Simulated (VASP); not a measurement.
# Cu8H (Fm-3m) in VASP: a series of runs

Runs on Cu8H. Level: PBE. Tasks: single point, relaxation of cell and atoms.

Program: VASP 6.6.1. These are calculated values, not measurements. Logs are shortened: lines on timing, memory, paths and dates and some standing lists are left out, and cuts for length are marked.

## (1) The cell of the first run

Symmetry: Fm-3m, No. 225, cubic system. Conventional cell: a = 7.329 Å, b = 7.329 Å, c = 7.329 Å, α = 90.00°, β = 90.00°, γ = 90.00°. Within 3.4 Å of Cu (site symmetry -43m) lie 12 Cu at 2.59 Å and 4 H at 3.17 Å. Cu (site symmetry 4mm) has 1 H at 1.86 Å within 2.5 Å. Within 2.5 Å of H (site symmetry m-3m) lie 6 Cu at 1.86 Å.

## (2) Single point, PBE

INCAR

```
PREC = Accurate
ENCUT = 520
EDIFF = 1E-6
ISMEAR = 0
SIGMA = 0.1
LREAL = False
LASPH = True
NELM = 100
ALGO = Fast
ISIF = 2
LWAVE = False
LCHARG = False
GGA = PE
NBANDS = 54
```

KPOINTS

```
Automatic mesh
0
Gamma
  8 8 8
```

POSCAR

```
Cu8H
1.0
    0.0000000000      3.6646157814      3.6646157814
    3.6646157814      0.0000000000      3.6646157814
    3.6646157814      3.6646157814      0.0000000000
Cu H
8 1
Direct
    0.0000000000      0.0000000000      0.0000000000
   -0.0038586080     -0.0038586080      0.5038586080
   -0.0038586080      0.5038586080     -0.0038586080
   -0.0038586080      0.5038586080      0.5038586080
    0.5038586080     -0.0038586080     -0.0038586080
    0.5038586080     -0.0038586080      0.5038586080
    0.5038586080      0.5038586080     -0.0038586080
    0.5000000000      0.5000000000      0.5000000000
    0.2500000000      0.2500000000      0.2500000000
```

Potentials or basis: VASP PAW PBE potentials, release 64 (Cu, H).

Launch:

```console
> cat potpaw_PBE.64/Cu/POTCAR potpaw_PBE.64/H/POTCAR > POTCAR
> mpirun -np 1 vasp_std > vasp.out
```

OUTCAR:

```text
PREC = Accurate
   ENCUT = 520
   EDIFF = 1E-6
   ISMEAR = 0
   LREAL = False
   LASPH = True
   NELM = 100
   ISIF = 2
   GGA = PE

 ion  position               nearest neighbor table
   1  0.000  0.000  0.000-   5 2.59   6 2.59   7 2.59   3 2.59   4 2.59   7 2.59   2 2.59   4 2.59
                             6 2.59   2 2.59   3 2.59   5 2.59
   2  0.996  0.996  0.504-   3 2.55   4 2.55   5 2.55   6 2.55   8 2.59   1 2.59   8 2.59   1 2.59
                             6 2.63   3 2.63   5 2.63   4 2.63
   3  0.996  0.504  0.996-   2 2.55   4 2.55   5 2.55   7 2.55   8 2.59   1 2.59   8 2.59   1 2.59
                             5 2.63   4 2.63   2 2.63   7 2.63
   4  0.996  0.504  0.504-   2 2.55   3 2.55   6 2.55   7 2.55   8 2.59   8 2.59   1 2.59   1 2.59
                             6 2.63   3 2.63   7 2.63   2 2.63
   5  0.504  0.996  0.996-   2 2.55   3 2.55   6 2.55   7 2.55   8 2.59   1 2.59   8 2.59   1 2.59
                             6 2.63   3 2.63   2 2.63   7 2.63
   6  0.504  0.996  0.504-   2 2.55   4 2.55   5 2.55   7 2.55   8 2.59   8 2.59   1 2.59   1 2.59
                             5 2.63   4 2.63   7 2.63   2 2.63
   7  0.504  0.504  0.996-   3 2.55   4 2.55   5 2.55   6 2.55   8 2.59   8 2.59   1 2.59   1 2.59
                             5 2.63   4 2.63   6 2.63   3 2.63
   8  0.500  0.500  0.500-   4 2.59   6 2.59   7 2.59   3 2.59   5 2.59   7 2.59   2 2.59   5 2.59
                             6 2.59   2 2.59   3 2.59   4 2.59
   9  0.250  0.250  0.250-

  LATTYP: Found a face centered cubic cell.
 ALAT       =     7.3292315628

  Lattice vectors:

 A1 = (   0.0000000000,   3.6646157814,   3.6646157814)
 A2 = (   3.6646157814,   0.0000000000,   3.6646157814)
 A3 = (   3.6646157814,   3.6646157814,   0.0000000000)

Analysis of symmetry for initial positions (statically):
=====================================================================
 Subroutine PRICEL returns:
 Original cell was already a primitive cell.

 Routine SETGRP: Setting up the symmetry group for a
 face centered cubic supercell.

 Subroutine GETGRP returns: Found 48 space group operations
 (whereof 24 operations were pure point group operations)
 out of a pool of 48 trial point group operations.

The static configuration has the point symmetry T_d .
 The point group associated with its full space group is O_h .

Analysis of symmetry for dynamics (positions and initial velocities):
=====================================================================
 Subroutine PRICEL returns:
 Original cell was already a primitive cell.

 Routine SETGRP: Setting up the symmetry group for a
 face centered cubic supercell.

 Subroutine GETGRP returns: Found 48 space group operations
 (whereof 24 operations were pure point group operations)
 out of a pool of 48 trial point group operations.

The dynamic configuration has the point symmetry T_d .
 The point group associated with its full space group is O_h .

 Subroutine INISYM returns: Found 48 space group operations
 (whereof 24 operations are pure point group operations),
 and found     1 'primitive' translations

----------------------------------------------------------------------------------------

                                     Primitive cell

  volume of cell :      98.4272

  direct lattice vectors                    reciprocal lattice vectors
     0.000000000  3.664615781  3.664615781    -0.136439952  0.136439952  0.136439952
     3.664615781  0.000000000  3.664615781     0.136439952 -0.136439952  0.136439952
     3.664615781  3.664615781  0.000000000     0.136439952  0.136439952 -0.136439952

  length of vectors
     5.182549339  5.182549339  5.182549339     0.236320928  0.236320928  0.236320928

  position of ions in fractional coordinates (direct lattice)
     0.000000000  0.000000000  0.000000000
     0.996141392  0.996141392  0.503858608
     0.996141392  0.503858608  0.996141392
     0.996141392  0.503858608  0.503858608
     0.503858608  0.996141392  0.996141392
     0.503858608  0.996141392  0.503858608
     0.503858608  0.503858608  0.996141392
     0.500000000  0.500000000  0.500000000
     0.250000000  0.250000000  0.250000000

  ion indices of the primitive-cell ions
   primitive index   ion index
                 1           1
                 2           2
                 3           3
                 4           4
                 5           5
                 6           6
                 7           7
                 8           8
                 9           9

----------------------------------------------------------------------------------------

 KPOINTS: Automatic mesh

Automatic generation of k-mesh.
 Grid dimensions read from file:
 generate k-points for:    8    8    8

 Generating k-lattice:

  Cartesian coordinates                     Fractional coordinates (reciprocal lattice)
    -0.017054994  0.017054994  0.017054994     0.125000000  0.000000000  0.000000000
     0.017054994 -0.017054994  0.017054994     0.000000000  0.125000000  0.000000000
     0.017054994  0.017054994 -0.017054994     0.000000000  0.000000000  0.125000000

  Length of vectors
     0.029540116  0.029540116  0.029540116

  Shift w.r.t. Gamma in fractional coordinates (k-lattice)
     0.000000000  0.000000000  0.000000000

 Subroutine IBZKPT returns following result:
 ===========================================

 Found     29 irreducible k-points:

 Following reciprocal coordinates:
            Coordinates               Weight
  0.000000  0.000000  0.000000      1.000000
  0.125000  0.000000  0.000000      8.000000
  0.250000  0.000000  0.000000      8.000000
  0.375000  0.000000  0.000000      8.000000
  0.500000  0.000000  0.000000      4.000000
  0.125000  0.125000  0.000000      6.000000
[... 16 lines left out ...]
  0.500000  0.250000  0.125000     48.000000
 -0.375000  0.250000  0.125000     24.000000
 [... further k-points ...]
   k-points           NKPTS =     29   k-points in BZ     NKDIM =     29   number of bands    NBANDS=     54
   number of dos      NEDOS =    301   number of ions     NIONS =      9
   total plane-waves  NPLWV =  64000
   dimension x,y,z NGX =    40 NGY =   40 NGZ =   40
   dimension x,y,z NGXF=    80 NGYF=   80 NGZF=   80
   ions per type =               8   1
   NGX,Y,Z   is equivalent  to a cutoff of  12.83, 12.83, 12.83 a.u.
   NGXF,Y,Z  is equivalent  to a cutoff of  25.66, 25.66, 25.66 a.u.
 SYSTEM =  unknown system
   PREC   = accura    normal or accurate (medium, high low for compatibility)
   ISTART =      0    job   : 0-new  1-cont  2-samecut
   ICHARG =      2    charge: 1-file 2-atom 10-const
   ISPIN  =      1    spin polarized calculation?
   LNONCOLLINEAR =      F non collinear calculations
   LSORBIT =      F    spin-orbit coupling
   LASPH  =      T    aspherical Exc in radial PAW
   ENCUT  =  520.0 eV  38.22 Ry    6.18 a.u.   9.64  9.64  9.64*2*pi/ulx,y,z
   NELM   =    100;   NELMIN=  2; NELMDL= -5     # of ELM steps
   EDIFF  = 0.1E-05   stopping-criterion for ELM
   LREAL  =      F    real-space projection
   EDIFFG = 0.1E-04   stopping-criterion for IOM
   NSW    =      0    number of steps for IOM
   IBRION =     -1    ionic relax: 0-MD 1-quasi-New 2-CG
   NFREE  =      0    steps in history (QN), initial steepest desc. (CG)
   ISIF   =      2    stress and relaxation
   ISYM   =      2    0-nonsym 1-usesym 2-fastsym
   POTIM  = 0.5000    time-step for ionic-motion
   TEBEG  =    0.0;   TEEND  =   0.0 temperature during run
   PSTRESS=    0.0 pullay stress
   NELECT =      89.0000    total number of electrons
   NUPDOWN=      -1.0000    fix difference up-down
   EMIN   =  10.00;   EMAX   =-10.00  energy-range for DOS
   EFERMI =   0.00;   METHOD = LEGACY
   ISMEAR =     0;   SIGMA  =   0.10  broadening in eV -4-tet -1-fermi 0-gaus
   EFERMI_NEDOS =   21; number of points for ismear=-14 and -15
   IALGO  =     68    algorithm
   IMIX   =      4    mixing-type and parameters
     AMIX     =   0.40;   BMIX     =  1.00
     AMIX_MAG =   1.60;   BMIX_MAG =  1.00
  volume/ion in A,a.u.               =      10.94        73.80
  Fermi-wavevector in a.u.,A,eV,Ry     =   1.583069  2.991566 34.097643  2.506106
  Thomas-Fermi vector in A             =   2.682895
   LORBIT       =      0    0 simple, 1 ext, 2 COOP (PROOUT), +10 PAW based schemes
   GGA     = PE    functional components
   LHFCALC =     F    Hartree Fock is set to
   AEXX    =    0.0000 exact exchange contribution
   IVDW    =     0    specifies the selected vdW correction
   LEPSILON=     F    determine dielectric tensor
   LRPA    =     F    only Hartree local field effects (RPA)
 non-spin polarized calculation
 RMM-DIIS sequential band-by-band and
 Gauss-broadening in eV      SIGMA  =   0.10
  energy-cutoff  :      520.00
  volume of cell :       98.43
 maximum number of plane-waves:      2689
   NGX = 19   NGY = 19   NGZ = 19

 number of electron      88.9999998 magnetization

 Free energy of the ion-electron system (eV)
  ---------------------------------------------------
  ext. energy  EPLUGINS =         0.00000000
  ---------------------------------------------------
  free energy    TOTEN  =       -32.77130910 eV

  energy without entropy =      -32.75900757  energy(sigma->0) =      -32.76515833

 E-fermi :   7.4441     XC(G=0): -12.6074

 val. band max:        7.3824610906   @ k =   0.2500   0.0000   0.0000
 cond. band min:       7.4860020996   @ k =   0.2500   0.1250   0.0000
 fundamental gap:      0.1035410090
 Fermi energy:         7.4440765514

 k-point     1 :       0.0000    0.0000    0.0000
  band No.  band energies     occupation
      1      -2.7973      2.00000
      2       0.9348      2.00000
      3       2.2946      2.00000
      4       2.2946      2.00000
      5       2.2946      2.00000
      6       2.4035      2.00000
[... 46 lines left out ...]
     53      12.5049      0.00000
     54      14.0339      0.00000

 k-point     2 :       0.1250    0.0000    0.0000
  band No.  band energies     occupation
      1      -2.6866      2.00000
      2       0.8982      2.00000
      3       2.2417      2.00000
      4       2.3625      2.00000
      5       2.3625      2.00000
      6       2.4507      2.00000
[... 1246 lines left out ...]
 k-point    24 :      -0.3750    0.2500    0.1250
  band No.  band energies     occupation
      1      -1.5826      2.00000
      2       0.5250      2.00000
      3       1.6591      2.00000
      4       2.4390      2.00000
      5       2.8968      2.00000
      6       3.1287      2.00000
[... 46 lines left out ...]
     53      15.4023      0.00000
     54      16.6109      0.00000

 [... further k-points ...]
[... 5 lines left out ...]
  --------------------------------------------------------------------------------------
  -------------------------------------------------------------------------------------
  Total        0.2970630      0.2970630      0.2970630      0.0000000      0.0000000     -0.0000000
  in kB        4.8355264      4.8355264      4.8355264      0.0000000      0.0000000     -0.0000000
  external PRESSURE =       4.8355264 kB  Pullay stress =       0.0000000 kB

 VOLUME and BASIS-vectors are now :
 -----------------------------------------------------------------------------
  energy-cutoff  :      520.00
  volume of cell :       98.43
      direct lattice vectors                 reciprocal lattice vectors
     0.000000000  3.664615781  3.664615781    -0.136439952  0.136439952  0.136439952
     3.664615781  0.000000000  3.664615781     0.136439952 -0.136439952  0.136439952
     3.664615781  3.664615781  0.000000000     0.136439952  0.136439952 -0.136439952

 POSITION                                       TOTAL-FORCE (eV/Angst)
 -----------------------------------------------------------------------------------
      0.00000      0.00000      0.00000        -0.000000     -0.000000     -0.000000
      5.49692      5.49692      7.30095        -0.000000     -0.000000     -0.008746
      5.49692      7.30095      5.49692        -0.000000     -0.008746     -0.000000
      3.69290      5.49692      5.49692         0.008746     -0.000000     -0.000000
      7.30095      5.49692      5.49692        -0.008746     -0.000000     -0.000000
      5.49692      3.69290      5.49692        -0.000000      0.008746     -0.000000
      5.49692      5.49692      3.69290        -0.000000     -0.000000      0.008746
      3.66462      3.66462      3.66462        -0.000000     -0.000000     -0.000000
      1.83231      1.83231      1.83231        -0.000000     -0.000000     -0.000000
 -----------------------------------------------------------------------------------
    total drift:                               -0.000000     -0.000000     -0.000000

  FREE ENERGIE OF THE ION-ELECTRON SYSTEM (eV)
  ---------------------------------------------------
  free  energy   TOTEN  =       -32.7713091001 eV

  energy  without entropy=      -32.7590075656  energy(sigma->0) =      -32.76515833
```

Wall time 3.4 min (1 thread of Intel Xeon 6975P-C, shared host); peak memory 0.3 GiB.

What came out:

| Property | Result |
| --- | --- |
| Free energy | -32.7713 eV |
| Pressure | 0.5 GPa |
| Largest force | 0.009 eV/Å |

Forces in eV/Å, atoms in the order of the input:
```
Cu   0.000  0.000  0.000
Cu   0.000  0.000 -0.009
Cu   0.000 -0.009  0.000
Cu   0.009  0.000  0.000
Cu  -0.009  0.000  0.000
Cu   0.000  0.009  0.000
Cu   0.000  0.000  0.009
Cu   0.000  0.000  0.000
H    0.000  0.000  0.000
```

Levels at points of the mesh, in eV from the Fermi level:
```tsv
k point	band 41	band 42	band 43	band 44	band 45	band 46	band 47	band 48	band 49	band 50
(0.00, 0.00, 0.00)	-1.57	-1.57	-1.05	-1.05	-1.05	1.15	1.15	1.15	3.19	3.19
(0.50, 0.00, 0.00)	-1.72	-1.72	-0.33	0.57	0.58	0.58	0.71	0.71	5.11	5.89
(0.50, 0.50, 0.00)	-1.74	-1.56	-0.89	-0.62	-0.62	-0.47	4.97	5.51	5.51	5.87
```

(Part 1 of 2 ends here.)
